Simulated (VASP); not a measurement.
# K15MgBr16 (a cell with a defect) in VASP: electric field gradients with PBE

Aim: the electric field gradients of K15MgBr16 (a cell with a defect) with PBE.

Program: VASP 6.6.1. These are calculated values, not measurements. Logs are shortened: lines on timing, memory, paths and dates and some standing lists are left out, and cuts for length are marked.

## (1) The cell of the first run

The cell holds a defect, 32 atoms: a = 11.437 Å, b = 11.437 Å, c = 11.437 Å, α = 60.00°, β = 60.00°, γ = 60.00°.

## (2) Electric field gradients, PBE

Input file INCAR:

```
SYSTEM = K15MgBr16
PREC = Accurate ; ENCUT = 520
EDIFF = 1E-8 ; ISMEAR = -1
SIGMA = 0.01 ; LREAL = Auto
LASPH = .TRUE. ; NELM = 100
ALGO = Normal ; ISIF = 2
LWAVE = .FALSE. ; LCHARG = .FALSE.
GGA = PE ; LEFG = .TRUE.
NELECT = 248.0 ; NBANDS = 146
```

Input file KPOINTS:

```
Automatic mesh
0
G
  2 2 2
  0 0 0
```

Input file POSCAR:

```
K15MgBr16
1.0
    0.0000000000      8.0869980000      8.0869980000
    8.0869980000      0.0000000000      8.0869980000
    8.0869980000      8.0869980000      0.0000000000
Mg K Br
1 15 16
Direct
    0.0000000000      0.0000000000      0.0000000000
    0.5000000000      0.0000000000      0.0000000000
    0.0000000000      0.5000000000      0.0000000000
    0.0000000000      0.0000000000      0.5000000000
    0.2500000000      0.2500000000      0.2500000000
    0.5000000000      0.5000000000      0.0000000000
    0.5000000000      0.0000000000      0.5000000000
    0.7500000000      0.2500000000      0.2500000000
    0.0000000000      0.5000000000      0.5000000000
    0.2500000000      0.7500000000      0.2500000000
    0.2500000000      0.2500000000      0.7500000000
    0.5000000000      0.5000000000      0.5000000000
    0.7500000000      0.7500000000      0.2500000000
    0.7500000000      0.2500000000      0.7500000000
    0.2500000000      0.7500000000      0.7500000000
    0.7500000000      0.7500000000      0.7500000000
    0.1250000000      0.1250000000      0.1250000000
    0.6250000000      0.1250000000      0.1250000000
    0.1250000000      0.6250000000      0.1250000000
    0.1250000000      0.1250000000      0.6250000000
    0.3750000000      0.3750000000      0.3750000000
    0.6250000000      0.6250000000      0.1250000000
    0.6250000000      0.1250000000      0.6250000000
    0.8750000000      0.3750000000      0.3750000000
    0.1250000000      0.6250000000      0.6250000000
    0.3750000000      0.8750000000      0.3750000000
    0.3750000000      0.3750000000      0.8750000000
    0.6250000000      0.6250000000      0.6250000000
    0.8750000000      0.8750000000      0.3750000000
    0.8750000000      0.3750000000      0.8750000000
    0.3750000000      0.8750000000      0.8750000000
    0.8750000000      0.8750000000      0.8750000000
```

Potentials or basis: VASP PAW PBE potentials, release 64 (Mg, K_sv, Br).

Launch:

```bash
$ cat potpaw_PBE.64/Mg/POTCAR potpaw_PBE.64/K_sv/POTCAR potpaw_PBE.64/Br/POTCAR > POTCAR
$ mpirun -np 1 vasp_std > vasp.out
```

OUTCAR:

```text
SYSTEM = K15MgBr16
   PREC = Accurate
   ENCUT = 520
   EDIFF = 1E-8
   ISMEAR = -1
   LREAL = Auto
   LASPH = .TRUE.
   NELM = 100
   ISIF = 2
   GGA = PE
   NELECT = 248.0

 ion  position               nearest neighbor table
   1  0.000  0.000  0.000-
   2  0.500  0.000  0.000-
   3  0.000  0.500  0.000-
   4  0.000  0.000  0.500-
   5  0.250  0.250  0.250-
   6  0.500  0.500  0.000-
[... 24 lines left out ...]
  31  0.375  0.875  0.875-
  32  0.875  0.875  0.875-

  LATTYP: Found a face centered cubic cell.
 ALAT       =    16.1739960000

  Lattice vectors:

 A1 = (   0.0000000000,   8.0869980000,   8.0869980000)
 A2 = (   8.0869980000,   0.0000000000,   8.0869980000)
 A3 = (   8.0869980000,   8.0869980000,   0.0000000000)

Analysis of symmetry for initial positions (statically):
=====================================================================
 Subroutine PRICEL returns:
 Original cell was already a primitive cell.

 Routine SETGRP: Setting up the symmetry group for a
 face centered cubic supercell.

 Subroutine GETGRP returns: Found 48 space group operations
 (whereof 48 operations were pure point group operations)
 out of a pool of 48 trial point group operations.

The static configuration has the point symmetry O_h .

Analysis of symmetry for dynamics (positions and initial velocities):
=====================================================================
 Subroutine PRICEL returns:
 Original cell was already a primitive cell.

 Routine SETGRP: Setting up the symmetry group for a
 face centered cubic supercell.

 Subroutine GETGRP returns: Found 48 space group operations
 (whereof 48 operations were pure point group operations)
 out of a pool of 48 trial point group operations.

The dynamic configuration has the point symmetry O_h .

 Subroutine INISYM returns: Found 48 space group operations
 (whereof 48 operations are pure point group operations),
 and found     1 'primitive' translations

----------------------------------------------------------------------------------------

                                     Primitive cell

  volume of cell :    1057.7718

  direct lattice vectors                    reciprocal lattice vectors
     0.000000000  8.086998000  8.086998000    -0.061827640  0.061827640  0.061827640
     8.086998000  0.000000000  8.086998000     0.061827640 -0.061827640  0.061827640
     8.086998000  8.086998000  0.000000000     0.061827640  0.061827640 -0.061827640

  length of vectors
    11.436742250 11.436742250 11.436742250     0.107088614  0.107088614  0.107088614

  position of ions in fractional coordinates (direct lattice)
     0.000000000  0.000000000  0.000000000
     0.500000000  0.000000000  0.000000000
     0.000000000  0.500000000  0.000000000
     0.000000000  0.000000000  0.500000000
     0.250000000  0.250000000  0.250000000
     0.500000000  0.500000000  0.000000000
[... 24 lines left out ...]
     0.375000000  0.875000000  0.875000000
     0.875000000  0.875000000  0.875000000

  ion indices of the primitive-cell ions
   primitive index   ion index
                 1           1
                 2           2
                 3           3
                 4           4
                 5           5
                 6           6
[... 24 lines left out ...]
                31          31
                32          32

----------------------------------------------------------------------------------------

 KPOINTS: Automatic mesh

Automatic generation of k-mesh.
[... 36 lines left out ...]
   ISTART =      0    job   : 0-new  1-cont  2-samecut
   ICHARG =      2    charge: 1-file 2-atom 10-const
   ISPIN  =      1    spin polarized calculation?
   LNONCOLLINEAR =      F non collinear calculations
   LSORBIT =      F    spin-orbit coupling
   LASPH  =      T    aspherical Exc in radial PAW
   ENCUT  =  520.0 eV  38.22 Ry    6.18 a.u.  21.26 21.26 21.26*2*pi/ulx,y,z
   NELM   =    100;   NELMIN=  2; NELMDL= -5     # of ELM steps
   EDIFF  = 0.1E-07   stopping-criterion for ELM
   LREAL  =      T    real-space projection
   EDIFFG = 0.1E-06   stopping-criterion for IOM
   NSW    =      0    number of steps for IOM
   IBRION =     -1    ionic relax: 0-MD 1-quasi-New 2-CG
   NFREE  =      0    steps in history (QN), initial steepest desc. (CG)
   ISIF   =      2    stress and relaxation
   ISYM   =      2    0-nonsym 1-usesym 2-fastsym
   POTIM  = 0.5000    time-step for ionic-motion
   TEBEG  =    0.0;   TEEND  =   0.0 temperature during run
   PSTRESS=    0.0 pullay stress
   NELECT =     248.0000    total number of electrons
   NUPDOWN=      -1.0000    fix difference up-down
   EMIN   =  10.00;   EMAX   =-10.00  energy-range for DOS
   EFERMI =   0.00;   METHOD = LEGACY
   ISMEAR =    -1;   SIGMA  =   0.01  broadening in eV -4-tet -1-fermi 0-gaus
   EFERMI_NEDOS =   21; number of points for ismear=-14 and -15
   IALGO  =     38    algorithm
   IMIX   =      4    mixing-type and parameters
     AMIX     =   0.40;   BMIX     =  1.00
     AMIX_MAG =   1.60;   BMIX_MAG =  1.00
  volume/ion in A,a.u.               =      33.06       223.07
  Fermi-wavevector in a.u.,A,eV,Ry     =   1.009473  1.907627 13.864824  1.019036
  Thomas-Fermi vector in A             =   2.142403
   LORBIT       =      0    0 simple, 1 ext, 2 COOP (PROOUT), +10 PAW based schemes
   GGA     = PE    functional components
[... 5 lines left out ...]
 non-spin polarized calculation
  energy-cutoff  :      520.00
  volume of cell :     1057.77
 maximum number of plane-waves:     28571
 NGX is ok and might be reduce to    90
   NGX = 43   NGY = 43   NGZ = 43

 number of electron     247.9999997 magnetization

 Free energy of the ion-electron system (eV)
  ---------------------------------------------------
  ext. energy  EPLUGINS =         0.00000000
  ---------------------------------------------------
  free energy    TOTEN  =       -95.76030338 eV

  energy without entropy =      -95.76030338  energy(sigma->0) =      -95.76030338

 E-fermi :  -0.3838     XC(G=0):  -7.7883

 val. band max:       -0.7243874216   @ k =   0.0000   0.0000   0.0000
 cond. band min:       0.6402126817   @ k =   0.0000   0.0000   0.0000
 fundamental gap:      1.3646001033
 Fermi energy:        -0.3838411565

 k-point     1 :       0.0000    0.0000    0.0000
  band No.  band energies     occupation
      1     -29.3907      2.00000
      2     -29.3901      2.00000
      3     -29.2911      2.00000
      4     -29.2878      2.00000
      5     -29.2878      2.00000
      6     -29.2864      2.00000
[... 406 lines left out ...]
    135       5.4499      0.00000
    136       5.4721      0.00000
 [bands above 136 left out]

------------------------ aborting loop because EDIFF is reached ----------------------------------------

  FORCE on cell =-STRESS in cart. coord.  units (eV):
  Direction    XX          YY          ZZ          XY          YZ          ZX
  --------------------------------------------------------------------------------------
  -------------------------------------------------------------------------------------
  Total       -9.2014961     -9.2014961     -9.2014961      0.0000000      0.0000000     -0.0000000
  in kB      -13.9372479    -13.9372479    -13.9372479      0.0000000      0.0000000     -0.0000000
  external PRESSURE =     -13.9372479 kB  Pullay stress =       0.0000000 kB

 VOLUME and BASIS-vectors are now :
 -----------------------------------------------------------------------------
  energy-cutoff  :      520.00
  volume of cell :     1057.77
      direct lattice vectors                 reciprocal lattice vectors
     0.000000000  8.086998000  8.086998000    -0.061827640  0.061827640  0.061827640
     8.086998000  0.000000000  8.086998000     0.061827640 -0.061827640  0.061827640
     8.086998000  8.086998000  0.000000000     0.061827640  0.061827640 -0.061827640

 POSITION                                       TOTAL-FORCE (eV/Angst)
 -----------------------------------------------------------------------------------
      0.00000      0.00000      0.00000        -0.000000      0.000000      0.000000
      0.00000      4.04350      4.04350         0.000000     -0.000000      0.000000
      4.04350      0.00000      4.04350         0.000000      0.000000      0.000000
      4.04350      4.04350      0.00000         0.000000     -0.000000     -0.000000
      4.04350      4.04350      4.04350        -0.000000     -0.000000     -0.000000
      4.04350      4.04350      8.08700        -0.000000      0.000000      0.000000
[... 24 lines left out ...]
     14.15225     10.10875     10.10875         0.363009     -0.363009     -0.363009
     14.15225     14.15225     14.15225         0.363009      0.363009      0.363009
 -----------------------------------------------------------------------------------
    total drift:                                0.000000      0.000000      0.000000

  FREE ENERGIE OF THE ION-ELECTRON SYSTEM (eV)
  ---------------------------------------------------
  free  energy   TOTEN  =       -95.7603033769 eV

  energy  without entropy=      -95.7603033769  energy(sigma->0) =      -95.76030338

 Electric field gradients (V/A^2)
---------------------------------------------------------------------
 ion       V_xx      V_yy      V_zz      V_xy      V_xz      V_yz
---------------------------------------------------------------------
   1       0.000    -0.000    -0.000     0.000     0.000     0.000
   2       0.648    -0.324    -0.324    -0.000    -0.000     2.578
   3      -0.324     0.648    -0.324    -0.000     2.578    -0.000
   4      -0.324    -0.324     0.648     2.578    -0.000    -0.000
   5       0.000     0.000    -0.000    -0.000    -0.000    -0.000
   6      -0.324    -0.324     0.648    -2.579    -0.000    -0.000
[... 24 lines left out ...]
  31       0.000    -0.000    -0.000   -62.343   -62.343    62.344
  32      -0.000     0.000    -0.000    62.344    62.344    62.344
---------------------------------------------------------------------

 Electric field gradients after diagonalization (V/A^2)
 (convention: |V_zz| > |V_xx| > |V_yy|)
----------------------------------------------------------------------
 ion       V_xx      V_yy      V_zz     asymmetry (V_yy - V_xx)/ V_zz
----------------------------------------------------------------------
   1      -0.000    -0.000     0.000       0.000
   2       2.254     0.648    -2.903       0.553
   3       2.254     0.648    -2.903       0.553
   4       2.254     0.648    -2.903       0.553
   5       0.000     0.000    -0.001       0.000
   6       2.255     0.648    -2.903       0.553
[... 24 lines left out ...]
  31     -62.344   -62.343   124.687       0.000
  32     -62.344   -62.344   124.688       0.000
----------------------------------------------------------------------

           NMR quadrupolar parameters

 Cq : quadrupolar parameter    Cq=e*Q*V_zz/h
 eta: asymmetry parameters     (V_yy - V_xx)/ V_zz
 Q  : nuclear electric quadrupole moment in mb (millibarn)
----------------------------------------------------------------------
 ion       Cq(MHz)       eta       Q (mb)
----------------------------------------------------------------------
   1       0.000       0.000       1.000
   2      -0.007       0.553       1.000
   3      -0.007       0.553       1.000
   4      -0.007       0.553       1.000
   5      -0.000       0.000       1.000
   6      -0.007       0.553       1.000
[... 24 lines left out ...]
  31       0.301       0.000       1.000
  32       0.301       0.000       1.000
----------------------------------------------------------------------
```

Run time: 29 min. Hardware: 1 thread of Intel Xeon Platinum 8259CL at 2.50GHz (Skylake/Cascade Lake), shared host; peak memory 1.5 GiB.

What came out:

```
Free energy   : -95.7603 eV
Largest force : 0.629 eV/Å
```

Forces on the atoms (eV/Å):
```
Mg   0.000  0.000  0.000
K    0.000  0.000  0.000
K    0.000  0.000  0.000
K    0.000  0.000  0.000
K    0.000  0.000  0.000
K    0.000  0.000  0.000
K    0.000  0.000  0.000
K    0.139  0.000  0.000
K    0.000  0.000  0.000
K    0.000  0.139  0.000
K    0.000  0.000  0.139
K    0.000  0.000  0.000
K    0.000  0.000 -0.139
K    0.000 -0.139  0.000
K   -0.139  0.000  0.000
K    0.000  0.000  0.000
Br  -0.363 -0.363 -0.363
Br  -0.363  0.363  0.363
Br   0.363 -0.363  0.363
Br   0.363  0.363 -0.363
Br  -0.054 -0.054 -0.054
Br  -0.054 -0.054  0.054
Br  -0.054  0.054 -0.054
Br  -0.054  0.054  0.054
Br   0.054 -0.054 -0.054
Br   0.054 -0.054  0.054
Br   0.054  0.054 -0.054
Br   0.054  0.054  0.054
Br  -0.363 -0.363  0.363
Br  -0.363  0.363 -0.363
Br   0.363 -0.363 -0.363
Br   0.363  0.363  0.363
```

Levels at points of the mesh, in eV from the Fermi level:
```tsv
k point	band 120	band 121	band 122	band 123	band 124	band 125	band 126	band 127	band 128	band 129
(0.00, 0.00, 0.00)	-0.56	-0.56	-0.39	-0.34	-0.34	1.02	3.86	4.34	4.34	4.34
(0.50, 0.00, 0.00)	-0.63	-0.63	-0.58	-0.57	-0.57	1.12	4.05	4.31	4.31	4.81
(0.50, 0.50, 0.00)	-0.52	-0.49	-0.46	-0.45	-0.45	1.12	3.98	4.28	4.28	4.94
```

Electric field gradients, principal values (V/Å²):
```csv
atom,least,middle,greatest (by size)
1 Mg,0.000,0.000,0.000
2 K,0.648,2.254,-2.903
3 K,0.648,2.254,-2.903
4 K,0.648,2.254,-2.903
5 K,0.000,0.000,-0.001
6 K,0.648,2.255,-2.903
7 K,0.648,2.255,-2.903
8 K,-0.089,-0.090,0.180
9 K,0.648,2.255,-2.903
10 K,-0.089,-0.090,0.180
11 K,-0.089,-0.090,0.180
12 K,0.000,0.000,-0.001
13 K,-0.089,-0.090,0.180
14 K,-0.089,-0.090,0.180
15 K,-0.089,-0.090,0.180
16 K,0.000,0.000,-0.001
17 Br,-62.344,-62.344,124.688
18 Br,-62.343,-62.344,124.687
19 Br,-62.343,-62.344,124.687
20 Br,-62.343,-62.344,124.687
21 Br,-1.246,-1.246,2.492
22 Br,-1.245,-1.246,2.491
23 Br,-1.245,-1.246,2.491
24 Br,-1.245,-1.246,2.491
25 Br,-1.245,-1.246,2.491
26 Br,-1.245,-1.246,2.491
27 Br,-1.245,-1.246,2.491
28 Br,-1.246,-1.246,2.492
29 Br,-62.343,-62.344,124.687
30 Br,-62.343,-62.344,124.687
31 Br,-62.343,-62.344,124.687
32 Br,-62.344,-62.344,124.688
```

Caveat: the cell carries a net charge on a neutralising background, which shifts energy and pressure; the cell is charged against a uniform background, so pressure and absolute levels hang on convention; without QUAD_EFG the Cq values of the log hold for a quadrupole moment of 1 mb, not for the nuclei.
